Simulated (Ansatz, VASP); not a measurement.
## Ge in VASP and in Ansatz

```
Ge
1.0
     3.00140    0.00000    0.00000
    -1.50070    2.59929    0.00000
     0.00000    0.00000    4.93990
Ge
2
Direct
  0.33333 0.66667 0.25000
  0.66667 0.33333 0.75000
```

Alike in both runs: functional PBE; k mesh 16 × 16 × 9; occupations fermi-dirac, width 0.05 eV; no spin polarisation.

Ansatz relaxed the structure, and its values are those at the end. VASP's run is a single point on that final structure, the one shown.

```csv
,VASP,Ansatz
version,VASP 6.6.1,Ansatz 0.2.0
potentials or method,"VASP PAW PBE potentials, release 64 (Ge_d)","PAW with Ansatz's default frozen-core files, scalar-relativistic"
plane-wave cutoff (eV),520,420
valence electrons in the cell,28,28
```

```csv
,VASP,Ansatz,Ansatz less VASP
pressure (GPa),0.0,0.0,+0.02
```
